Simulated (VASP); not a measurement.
# HfB2 (P6/mmm) in VASP: notebook

The runs below take HfB2 through single point, with r2SCAN.

Everything below comes from runs of VASP 6.6.1. Logs are shortened: lines on timing, memory, paths and dates and some standing lists are left out, and cuts for length are marked.

**1. The cell of the first run**

The structure is hexagonal, space group P6/mmm (No. 191). The conventional cell has a = 3.087 Å, b = 3.087 Å, c = 3.421 Å, α = 90.00°, β = 90.00°, γ = 120.00°. Within 3.5 Å of Hf (site symmetry 6/mmm) lie 12 B at 2.47 Å and 8 Hf at 3.09 to 3.42 Å. B (site symmetry -6m2) has 3 B at 1.78 Å and 6 Hf at 2.47 Å within 2.5 Å.

**2. Single point, r2SCAN**

POSCAR

```
HfB2
1.0
    3.0867693776      0.0000000000      0.0000000000
   -1.5433846888      2.6732209248      0.0000000000
    0.0000000000      0.0000000000      3.4210055523
Hf B
1 2
Direct
    0.0000000000      0.0000000000      0.0000000000
    0.3333333333      0.6666666667      0.5000000000
    0.6666666667      0.3333333333      0.5000000000
```

INCAR.step1

```
  PREC = Accurate
  ENCUT = 520
  ISMEAR = 1
  SIGMA = 0.1
  LREAL = F
  LASPH = T
  NELM = 100
  NBANDS = 15
  GGA = PE
  ALGO = Normal
  EDIFF = 1E-4
  LWAVE = T
  LCHARG = F
```

INCAR.step2

```
  PREC = Accurate
  ENCUT = 520
  EDIFF = 1E-7
  ISMEAR = 1
  SIGMA = 0.1
  LREAL = F
  LASPH = T
  NELM = 100
  ALGO = Normal
  ISIF = 2
  LWAVE = F
  LCHARG = F
  METAGGA = R2SCAN
  LMIXTAU = T
  NBANDS = 15
  ISTART = 1
```

KPOINTS

```
regular mesh
0
Gamma
  10 10 8
```

Potentials or basis: VASP PAW PBE potentials, release 64 (Hf_pv, B).

Command:

```
> cat potpaw_PBE.64/Hf_pv/POTCAR potpaw_PBE.64/B/POTCAR > POTCAR
> cp INCAR.step1 INCAR
> mpirun -np 1 vasp_std > vasp.out
> cp INCAR.step2 INCAR
> mpirun -np 1 vasp_std > vasp.out
```

OUTCAR:

```text
PREC = Accurate
   ENCUT = 520
   EDIFF = 1E-7
   ISMEAR = 1
   LREAL = F
   LASPH = T
   NELM = 100
   ISIF = 2
   METAGGA = R2SCAN
   ISTART = 1

 ion  position               nearest neighbor table
   1  0.000  0.000  0.000-   2 2.47   3 2.47   2 2.47   3 2.47   3 2.47   3 2.47   2 2.47   2 2.47
                             3 2.47   3 2.47   2 2.47   2 2.47
   2  0.333  0.667  0.500-   3 1.78   3 1.78   3 1.78   1 2.47   1 2.47   1 2.47   1 2.47   1 2.47
                             1 2.47
   3  0.667  0.333  0.500-   2 1.78   2 1.78   2 1.78   1 2.47   1 2.47   1 2.47   1 2.47   1 2.47
                             1 2.47

  LATTYP: Found a hexagonal cell.
 ALAT       =     3.0867693776
 C/A-ratio  =     1.1082802548

  Lattice vectors:

 A1 = (   3.0867693776,   0.0000000000,   0.0000000000)
 A2 = (  -1.5433846888,   2.6732209248,   0.0000000000)
 A3 = (   0.0000000000,   0.0000000000,   3.4210055523)

Analysis of symmetry for initial positions (statically):
=====================================================================
 Subroutine PRICEL returns:
 Original cell was already a primitive cell.

 Routine SETGRP: Setting up the symmetry group for a
 hexagonal supercell.

 Subroutine GETGRP returns: Found 24 space group operations
 (whereof 24 operations were pure point group operations)
 out of a pool of 24 trial point group operations.

The static configuration has the point symmetry D_6h.

Analysis of symmetry for dynamics (positions and initial velocities):
=====================================================================
 Subroutine PRICEL returns:
 Original cell was already a primitive cell.

 Routine SETGRP: Setting up the symmetry group for a
 hexagonal supercell.

 Subroutine GETGRP returns: Found 24 space group operations
 (whereof 24 operations were pure point group operations)
 out of a pool of 24 trial point group operations.

The dynamic configuration has the point symmetry D_6h.

 Subroutine INISYM returns: Found 24 space group operations
 (whereof 24 operations are pure point group operations),
 and found     1 'primitive' translations

----------------------------------------------------------------------------------------

                                     Primitive cell

  volume of cell :      28.2288

  direct lattice vectors                    reciprocal lattice vectors
     3.086769378  0.000000000  0.000000000     0.323963302  0.187040284  0.000000000
[... 99 lines left out ...]
   NELECT =      16.0000    total number of electrons
   NUPDOWN=      -1.0000    fix difference up-down
   EMIN   =  10.00;   EMAX   =-10.00  energy-range for DOS
   EFERMI =   0.00;   METHOD = LEGACY
   ISMEAR =     1;   SIGMA  =   0.10  broadening in eV -4-tet -1-fermi 0-gaus
   EFERMI_NEDOS =   21; number of points for ismear=-14 and -15
   IALGO  =     38    algorithm
   IMIX   =      4    mixing-type and parameters
     AMIX     =   0.40;   BMIX     =  1.00
     AMIX_MAG =   1.60;   BMIX_MAG =  1.00
  volume/ion in A,a.u.               =       9.41        63.50
  Fermi-wavevector in a.u.,A,eV,Ry     =   1.354827  2.560252 24.974263  1.835557
  Thomas-Fermi vector in A             =   2.481966
   LORBIT       =      0    0 simple, 1 ext, 2 COOP (PROOUT), +10 PAW based schemes
   METAGGA = R2SCAN    functional components
   LHFCALC =     F    Hartree Fock is set to
   AEXX    =    0.0000 exact exchange contribution
   IVDW    =     0    specifies the selected vdW correction
   LEPSILON=     F    determine dielectric tensor
   LRPA    =     F    only Hartree local field effects (RPA)
 non-spin polarized calculation
 Methfessel and Paxton  Order N= 1 SIGMA  =   0.10
  energy-cutoff  :      520.00
  volume of cell :       28.23
 maximum number of plane-waves:       780
 NGX is ok and might be reduce to    24
   NGX = 11   NGY = 11   NGZ = 13

 number of electron      16.0000002 magnetization

 Free energy of the ion-electron system (eV)
  ---------------------------------------------------
  ext. energy  EPLUGINS =         0.00000000
  ---------------------------------------------------
  free energy    TOTEN  =       -63.03104958 eV

  energy without entropy =      -63.03054453  energy(sigma->0) =      -63.03088123

 E-fermi :   7.9833     XC(G=0): -13.8236

 val. band max:        7.9645214409   @ k =   0.2000   0.2000   0.1250
 cond. band min:       8.2561935167   @ k =   0.1000   0.1000   0.2500
 fundamental gap:      0.2916720758
 Fermi energy:         7.9833388046

 k-point     1 :       0.0000    0.0000    0.0000
  band No.  band energies     occupation
      1     -23.5850      2.00000
      2     -23.0104      2.00000
      3     -23.0104      2.00000
      4      -6.8577      2.00000
      5       4.8778      2.00000
      6       4.9571      2.00000
      7       4.9571      2.00000
      8       5.0630      2.00000
      9      12.6213      0.00000
     10      12.6213      0.00000
     11      13.3535      0.00000
     12      13.3535      0.00000
     13      13.5235      0.00000
     14      13.5235      0.00000
[... 401 lines left out ...]
      2     -23.4577      2.00000
      3     -23.2720      2.00000
      4      -2.7207      2.00000
      5      -1.2481      2.00000
      6       3.0469      2.00000
      7       3.9700      2.00000
      8       5.6694      2.00000
      9       9.3945     -0.00000
     10      12.6982      0.00000
     11      12.7870      0.00000
     12      15.0801      0.00000
     13      16.4777      0.00000
     14      17.5328      0.00000
     15      20.1088      0.00000

 [... further k-points ...]

------------------------ aborting loop because EDIFF is reached ----------------------------------------

  FORCE on cell =-STRESS in cart. coord.  units (eV):
  Direction    XX          YY          ZZ          XY          YZ          ZX
  --------------------------------------------------------------------------------------
  -------------------------------------------------------------------------------------
  Total        2.3720486      2.3720490      2.3329028      0.0000000      0.0000000     -0.0000000
  in kB      134.6298470    134.6298700    132.4080583      0.0000000      0.0000000     -0.0000000
  external PRESSURE =     133.8892584 kB  Pullay stress =       0.0000000 kB

 VOLUME and BASIS-vectors are now :
 -----------------------------------------------------------------------------
  energy-cutoff  :      520.00
  volume of cell :       28.23
      direct lattice vectors                 reciprocal lattice vectors
     3.086769378  0.000000000  0.000000000     0.323963302  0.187040284  0.000000000
    -1.543384689  2.673220925  0.000000000     0.000000000  0.374080567  0.000000000
     0.000000000  0.000000000  3.421005552     0.000000000  0.000000000  0.292311715

 POSITION                                       TOTAL-FORCE (eV/Angst)
 -----------------------------------------------------------------------------------
      0.00000      0.00000      0.00000        -0.000000      0.000000      0.000000
     -0.00000      1.78215      1.71050        -0.000000      0.000000      0.000000
      1.54338      0.89107      1.71050         0.000000     -0.000000     -0.000000
 -----------------------------------------------------------------------------------
    total drift:                               -0.000000      0.000000      0.000000

  FREE ENERGIE OF THE ION-ELECTRON SYSTEM (eV)
  ---------------------------------------------------
  free  energy   TOTEN  =       -63.0310495765 eV

  energy  without entropy=      -63.0305445275  energy(sigma->0) =      -63.03088123
```

OUTCAR.step1:

```text
PREC = Accurate
   ENCUT = 520
   ISMEAR = 1
   LREAL = F
[... 662 lines left out ...]
      0.00000      0.00000      0.00000        -0.000000      0.000000      0.000000
     -0.00000      1.78215      1.71050        -0.000000      0.000000     -0.000000
      1.54338      0.89107      1.71050         0.000000     -0.000000      0.000000
 -----------------------------------------------------------------------------------
    total drift:                               -0.000000      0.000000      0.000000

  FREE ENERGIE OF THE ION-ELECTRON SYSTEM (eV)
  ---------------------------------------------------
  free  energy   TOTEN  =       -26.3228562104 eV

  energy  without entropy=      -26.3223448348  energy(sigma->0) =      -26.32268575
```

Wall time 2 min (1 thread of Intel Xeon 8259CL, shared host); peak memory 0.17 GiB.

What came out:

| Item | Value |
| --- | --- |
| Free energy | -63.0310 eV |
| Pressure | 13.4 GPa |
| Band gap on the k mesh | zero (bands 8 and 9 overlap by 0.92 eV) |

Caveat: the cell stands under pressure; the PAW data sets were made with another functional, which shifts forces and pressure a little; spin-orbit coupling is left out, which moves the levels of the heavy elements.

**3. Single point, r2SCAN**

This run uses another cell than the first one, of 9.71 Å³/atom.

POSCAR

```
HfB2
1.0
    3.1189255395      0.0000000000      0.0000000000
   -1.5594627698      2.7010689803      0.0000000000
    0.0000000000      0.0000000000      3.4566435916
Hf B
1 2
Direct
    0.0000000000      0.0000000000      0.0000000000
    0.3333333333      0.6666666667      0.5000000000
    0.6666666667      0.3333333333      0.5000000000
```

INCAR.step1

```
SYSTEM = HfB2
  PREC = Accurate
  ENCUT = 520
  ISMEAR = 1
  SIGMA = 0.1
  LREAL = .FALSE.
  LASPH = .TRUE.
  NELM = 60
  NBANDS = 15
  GGA = PE
  ALGO = Normal
  EDIFF = 1E-4
  LWAVE = .TRUE.
  LCHARG = .FALSE.
```

INCAR.step2

```
SYSTEM = HfB2
  PREC = Accurate
  ENCUT = 520
  EDIFF = 1E-6
  ISMEAR = 1
  SIGMA = 0.1
  LREAL = .FALSE.
  LASPH = .TRUE.
  NELM = 60
  ALGO = Normal
  ISIF = 2
  LWAVE = .FALSE.
  LCHARG = .FALSE.
  METAGGA = R2SCAN
  LMIXTAU = .TRUE.
  NBANDS = 15
  ISTART = 1
```

KPOINTS

```
regular mesh
0
G
  10 10 8
  0 0 0
```

Potentials or basis: VASP PAW PBE potentials, release 64 (Hf_pv, B).

Command:

```
> cat potpaw_PBE.64/Hf_pv/POTCAR potpaw_PBE.64/B/POTCAR > POTCAR
> cp INCAR.step1 INCAR
> mpirun -np 1 vasp_std > vasp.out
> cp INCAR.step2 INCAR
> mpirun -np 1 vasp_std > vasp.out
```

It took 2.3 min on 1 thread of Intel Xeon 8259CL, shared host; peak memory 0.17 GiB.

It converged, with:

```yaml
Free_energy: -63.0799 eV
Pressure: 4.2 GPa
Band_gap_on_the_k_mesh: zero (bands 8 and 9 overlap by 0.89 eV)
```

Stress tensor (GPa, compression positive):
```
3.95 0.00 0.00
0.00 3.95 0.00
0.00 0.00 4.65
```

Levels at points of the mesh, in eV from the Fermi level:
```
           k point  band 4  band 5  band 6  band 7  band 8  band 9  band 10  band 11  band 12  band 13
(0.00, 0.00, 0.00)  -14.67   -3.03   -2.97   -2.97   -2.94    4.47     4.47     5.18     5.18     5.38
(0.50, 0.00, 0.00)  -10.35   -9.70   -4.32   -3.59   -2.92    2.34     3.06     6.15     6.23     6.71
(0.00, 0.00, 0.50)  -12.16   -8.81   -1.15   -1.15    0.47    0.47     1.22     1.22     2.59     5.54
(0.50, 0.00, 0.50)  -11.06   -8.00   -5.20   -4.92   -2.86    4.36     4.68     6.77     7.81     8.01
```

Caveat: the cell stands under pressure; the PAW data sets were made with another functional, which shifts forces and pressure a little; spin-orbit coupling is left out, which moves the levels of the heavy elements.

**4. Single point, r2SCAN**

This run uses another cell than the first one, of 10.00 Å³/atom.

POSCAR

```
HfB2
1.0
    3.1504319703      0.0000000000      0.0000000000
   -1.5752159852      2.7283543521      0.0000000000
    0.0000000000      0.0000000000      3.4915615467
Hf B
1 2
Direct
    0.0000000000      0.0000000000      0.0000000000
    0.3333333333      0.6666666667      0.5000000000
    0.6666666667      0.3333333333      0.5000000000
```

INCAR.step1

```
PREC = Accurate
ENCUT = 520
ISMEAR = 1
SIGMA = 0.1
LREAL = F
LASPH = T
NELM = 100
NBANDS = 15
GGA = PE
ALGO = Normal
EDIFF = 1E-4
LWAVE = T
LCHARG = F
```

INCAR.step2

```
PREC = Accurate
ENCUT = 520
EDIFF = 1E-6
ISMEAR = 1
SIGMA = 0.1
LREAL = F
LASPH = T
NELM = 100
ALGO = Normal
ISIF = 2
LWAVE = F
LCHARG = F
METAGGA = R2SCAN
LMIXTAU = T
NBANDS = 15
ISTART = 1
```

KPOINTS

```
regular mesh
0
Gamma
  10 10 8
```

Command:

```
> cat potpaw_PBE.64/Hf_pv/POTCAR potpaw_PBE.64/B/POTCAR > POTCAR
> cp INCAR.step1 INCAR
> mpirun -np 1 vasp_std > vasp.out
> cp INCAR.step2 INCAR
> mpirun -np 1 vasp_std > vasp.out
```

It took 2.5 min on 1 thread of Intel Xeon 8259CL, shared host; peak memory 0.17 GiB.

Results (log left out):

| Item | Value |
| --- | --- |
| Free energy | -63.0813 eV |
| Pressure | -3.7 GPa |
| Band gap on the k mesh | zero (bands 8 and 9 overlap by 0.86 eV) |

Stress tensor (GPa, compression positive):
```
-4.28  0.00  0.00
 0.00 -4.28  0.00
 0.00  0.00 -2.68
```

Levels at points of the mesh, in eV from the Fermi level:
| k point | band 5 | band 6 | band 7 | band 8 | band 9 | band 10 | band 11 | band 12 |
| --- | --- | --- | --- | --- | --- | --- | --- | --- |
| (0.00, 0.00, 0.00) | -2.97 | -2.96 | -2.91 | -2.91 | 4.30 | 4.30 | 5.00 | 5.00 |
| (0.50, 0.00, 0.00) | -9.69 | -4.21 | -3.56 | -2.83 | 2.27 | 2.96 | 5.90 | 6.00 |
| (0.00, 0.00, 0.50) | -8.70 | -1.15 | -1.15 | 0.46 | 0.46 | 1.19 | 1.19 | 2.50 |
| (0.50, 0.00, 0.50) | -7.96 | -5.10 | -4.82 | -2.93 | 4.17 | 4.49 | 6.52 | 7.49 |

Caveat: the cell stands under tension; the PAW data sets were made with another functional, which shifts forces and pressure a little; spin-orbit coupling is left out, which moves the levels of the heavy elements.

**5. Overview**

| cell | gap on the mesh (eV) | pressure (GPa) |
| --- | --- | --- |
| a = 3.087, b = 3.087, c = 3.421 Å, angles 90.0, 90.0, 120.0°, 3 atoms | none | 13.4 |
| a = 3.119, b = 3.119, c = 3.457 Å, angles 90.0, 90.0, 120.0°, 3 atoms | none | 4.2 |
| a = 3.150, b = 3.150, c = 3.492 Å, angles 90.0, 90.0, 120.0°, 3 atoms | none | -3.7 |

Alike in all rows: task single point; level r2SCAN; potentials or basis VASP PAW PBE potentials, release 64 (Hf_pv, B); no spin polarisation; k mesh 10 × 10 × 8; cutoff (eV) 520; smearing methfessel-paxton 0.1 eV.

Caveats: the PAW data sets were made with another functional, which shifts forces and pressure a little; spin-orbit coupling is left out, which moves the levels of the heavy elements; the cell stands under pressure (at least some runs); the cell stands under tension (at least some runs).

Total energies depend on the potentials used, so only differences within one code and one set of settings carry meaning.
